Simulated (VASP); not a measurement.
# Ti (P6_3/mmc) in VASP: single point with PBEsol

Aim: the single point of Ti with PBEsol.

Everything below comes from runs of VASP 6.6.1. Logs are shortened: lines on timing, memory, paths and dates and some standing lists are left out, and cuts for length are marked.

## (1) The cell of the first run

It takes space group P6_3/mmc (No. 194, hexagonal). The conventional cell has a = 2.897 Å, b = 2.897 Å, c = 4.583 Å, α = 90.00°, β = 90.00°, γ = 120.00°. Ti (site symmetry -6m2) has 12 Ti at 2.84 to 2.90 Å within 3.7 Å.

## (2) Single point, PBEsol

File INCAR:

```
  ALGO = Normal
  EDIFF = 1E-7
  ENCUT = 520
  GGA = PS
  ISIF = 2
  ISMEAR = -1
  LASPH = T
  LCHARG = T
  LELF = T
  LREAL = F
  LVHAR = T
  LWAVE = F
  NBANDS = 19
  NELM = 60
  PREC = Accurate
  SIGMA = 0.08
```

File KPOINTS:

```
k-points
0
Gamma
  15 15 8
```

File POSCAR:

```
Ti
1.0
    2.8968165544      0.0000000000      0.0000000000
   -1.4484082772      2.5087167262      0.0000000000
    0.0000000000      0.0000000000      4.5832700213
Ti
2
Direct
    0.3333333333      0.6666666667      0.2500000000
    0.6666666667      0.3333333333      0.7500000000
```

Potentials or basis: VASP PAW PBE potentials, release 64 (Ti_sv).

The run is started by

```bash
cat potpaw_PBE.64/Ti_sv/POTCAR > POTCAR
mpirun -np 1 vasp_std > vasp.out
```

OUTCAR:

```text
EDIFF = 1E-7
   ENCUT = 520
   GGA = PS
   ISIF = 2
   ISMEAR = -1
   LASPH = T
   LREAL = F
   NELM = 60
   PREC = Accurate

 ion  position               nearest neighbor table
   1  0.333  0.667  0.250-   2 2.84   2 2.84   2 2.84   2 2.84   2 2.84   2 2.84
   2  0.667  0.333  0.750-   1 2.84   1 2.84   1 2.84   1 2.84   1 2.84   1 2.84

  LATTYP: Found a hexagonal cell.
 ALAT       =     2.8968165544
 C/A-ratio  =     1.5821747547

  Lattice vectors:

 A1 = (   2.8968165544,   0.0000000000,   0.0000000000)
 A2 = (  -1.4484082772,   2.5087167262,   0.0000000000)
 A3 = (   0.0000000000,   0.0000000000,   4.5832700213)

Analysis of symmetry for initial positions (statically):
=====================================================================
 Subroutine PRICEL returns:
 Original cell was already a primitive cell.

 Routine SETGRP: Setting up the symmetry group for a
 hexagonal supercell.

 Subroutine GETGRP returns: Found 24 space group operations
 (whereof 12 operations were pure point group operations)
 out of a pool of 24 trial point group operations.

The static configuration has the point symmetry D_3d.
 The point group associated with its full space group is D_6h.

Analysis of symmetry for dynamics (positions and initial velocities):
=====================================================================
 Subroutine PRICEL returns:
 Original cell was already a primitive cell.

 Routine SETGRP: Setting up the symmetry group for a
 hexagonal supercell.

 Subroutine GETGRP returns: Found 24 space group operations
 (whereof 12 operations were pure point group operations)
 out of a pool of 24 trial point group operations.

The dynamic configuration has the point symmetry D_3d.
 The point group associated with its full space group is D_6h.

 Subroutine INISYM returns: Found 24 space group operations
 (whereof 12 operations are pure point group operations),
 and found     1 'primitive' translations

----------------------------------------------------------------------------------------

                                     Primitive cell

  volume of cell :      33.3080

  direct lattice vectors                    reciprocal lattice vectors
[... 80 lines left out ...]
   ICHARG =      2    charge: 1-file 2-atom 10-const
   ISPIN  =      1    spin polarized calculation?
   LNONCOLLINEAR =      F non collinear calculations
   LSORBIT =      F    spin-orbit coupling
   LASPH  =      T    aspherical Exc in radial PAW
   ENCUT  =  520.0 eV  38.22 Ry    6.18 a.u.   5.39  5.39  8.52*2*pi/ulx,y,z
   NELM   =     60;   NELMIN=  2; NELMDL= -5     # of ELM steps
   EDIFF  = 0.1E-06   stopping-criterion for ELM
   LREAL  =      F    real-space projection
   EDIFFG = 0.1E-05   stopping-criterion for IOM
   NSW    =      0    number of steps for IOM
   IBRION =     -1    ionic relax: 0-MD 1-quasi-New 2-CG
   NFREE  =      0    steps in history (QN), initial steepest desc. (CG)
   ISIF   =      2    stress and relaxation
   ISYM   =      2    0-nonsym 1-usesym 2-fastsym
   POTIM  = 0.5000    time-step for ionic-motion
   TEBEG  =    0.0;   TEEND  =   0.0 temperature during run
   PSTRESS=    0.0 pullay stress
   NELECT =      24.0000    total number of electrons
   NUPDOWN=      -1.0000    fix difference up-down
   EMIN   =  10.00;   EMAX   =-10.00  energy-range for DOS
   EFERMI =   0.00;   METHOD = LEGACY
   ISMEAR =    -1;   SIGMA  =   0.08  broadening in eV -4-tet -1-fermi 0-gaus
   EFERMI_NEDOS =   21; number of points for ismear=-14 and -15
   IALGO  =     38    algorithm
   IMIX   =      4    mixing-type and parameters
     AMIX     =   0.40;   BMIX     =  1.00
     AMIX_MAG =   1.60;   BMIX_MAG =  1.00
  volume/ion in A,a.u.               =      16.65       112.39
  Fermi-wavevector in a.u.,A,eV,Ry     =   1.467673  2.773499 29.307810  2.154063
  Thomas-Fermi vector in A             =   2.583262
   LORBIT       =      0    0 simple, 1 ext, 2 COOP (PROOUT), +10 PAW based schemes
   GGA     = PS    functional components
   LHFCALC =     F    Hartree Fock is set to
   AEXX    =    0.0000 exact exchange contribution
   IVDW    =     0    specifies the selected vdW correction
   LEPSILON=     F    determine dielectric tensor
   LRPA    =     F    only Hartree local field effects (RPA)
 non-spin polarized calculation
  energy-cutoff  :      520.00
  volume of cell :       33.31
 maximum number of plane-waves:       929
 NGX is ok and might be reduce to    24
   NGX = 11   NGY = 11   NGZ = 17

 number of electron      23.9999999 magnetization

 Free energy of the ion-electron system (eV)
  ---------------------------------------------------
  ext. energy  EPLUGINS =         0.00000000
  ---------------------------------------------------
  free energy    TOTEN  =       -16.70061378 eV

  energy without entropy =      -16.65455075  energy(sigma->0) =      -16.67758227

 E-fermi :   8.6475     XC(G=0): -11.8373

 val. band max:        8.6473600568   @ k =   0.3333   0.2667   0.3750
 cond. band min:       8.6497654451   @ k =   0.1333   0.0667   0.3750
 fundamental gap:      0.0024053883
 Fermi energy:         8.6475268564

 k-point     1 :       0.0000    0.0000    0.0000
  band No.  band energies     occupation
      1     -47.8971      2.00000
      2     -47.7311      2.00000
      3     -24.6392      2.00000
      4     -23.9016      2.00000
      5     -23.9016      2.00000
      6     -23.8145      2.00000
[... 505 lines left out ...]
      6     -24.1642      2.00000
[... 11 lines left out ...]
     18      12.2265      0.00000
     19      13.9470      0.00000

 [... further k-points ...]

------------------------ aborting loop because EDIFF is reached ----------------------------------------

  FORCE on cell =-STRESS in cart. coord.  units (eV):
  Direction    XX          YY          ZZ          XY          YZ          ZX
  --------------------------------------------------------------------------------------
  -------------------------------------------------------------------------------------
  Total        0.0593476      0.0593476      0.0606855      0.0000000      0.0000000      0.0000000
  in kB        2.8547337      2.8547337      2.9190899      0.0000000      0.0000000      0.0000000
  external PRESSURE =       2.8761858 kB  Pullay stress =       0.0000000 kB

 VOLUME and BASIS-vectors are now :
 -----------------------------------------------------------------------------
  energy-cutoff  :      520.00
  volume of cell :       33.31
      direct lattice vectors                 reciprocal lattice vectors
     2.896816554  0.000000000  0.000000000     0.345206533  0.199305085  0.000000000
    -1.448408277  2.508716726  0.000000000     0.000000000  0.398610170  0.000000000
     0.000000000  0.000000000  4.583270021     0.000000000  0.000000000  0.218184832

 POSITION                                       TOTAL-FORCE (eV/Angst)
 -----------------------------------------------------------------------------------
     -0.00000      1.67248      1.14582         0.000000     -0.000000      0.000000
      1.44841      0.83624      3.43745        -0.000000      0.000000      0.000000
 -----------------------------------------------------------------------------------
    total drift:                               -0.000000      0.000000     -0.000000

  FREE ENERGIE OF THE ION-ELECTRON SYSTEM (eV)
  ---------------------------------------------------
  free  energy   TOTEN  =       -16.7006137828 eV

  energy  without entropy=      -16.6545507493  energy(sigma->0) =      -16.67758227
```

OSZICAR:

```text
N       E                     dE             d eps       ncg     rms          rms(c)
DAV:   1     0.262357026350E+03    0.26236E+03   -0.13048E+04  5130   0.159E+03
DAV:   2     0.112554639292E+02   -0.25110E+03   -0.24705E+03  5283   0.442E+02
DAV:   3    -0.177789543827E+02   -0.29034E+02   -0.28672E+02  9549   0.123E+02
DAV:   4    -0.188687730725E+02   -0.10898E+01   -0.10887E+01  5951   0.254E+01
DAV:   5    -0.189171567305E+02   -0.48384E-01   -0.48380E-01  7599   0.382E+00    0.129E+01
DAV:   6    -0.167076146272E+02    0.22095E+01   -0.76761E+00  5942   0.282E+01    0.321E+00
DAV:   7    -0.166806749935E+02    0.26940E-01   -0.79319E-01  7730   0.652E+00    0.212E+00
DAV:   8    -0.167089103253E+02   -0.28235E-01   -0.22225E-01  5572   0.550E+00    0.773E-01
DAV:   9    -0.167000164172E+02    0.88939E-02   -0.48514E-02  5680   0.231E+00    0.782E-02
DAV:  10    -0.167005877174E+02   -0.57130E-03   -0.39724E-03  7455   0.356E-01    0.898E-02
DAV:  11    -0.167006254053E+02   -0.37688E-04   -0.12419E-04  6300   0.812E-02    0.461E-02
DAV:  12    -0.167006137741E+02    0.11631E-04   -0.49570E-05  5563   0.649E-02    0.365E-03
DAV:  13    -0.167006136969E+02    0.77134E-07   -0.17334E-06  6722   0.112E-02    0.201E-03
DAV:  14    -0.167006137828E+02   -0.85905E-07   -0.14123E-07  3792   0.280E-03
   1 F= -.16700614E+02 E0= -.16677582E+02  d E =-.460630E-01
```

It took 95 s on 1 thread of Intel Xeon 8259CL, shared host; peak memory 0.2 GiB.

What came out:

* Free energy: -16.7006 eV
* Pressure: 0.3 GPa
* Band gap on the k mesh: zero (bands 12 and 13 overlap by 1.03 eV)

Caveat: the PAW data sets were made with another functional, which shifts forces and pressure a little.
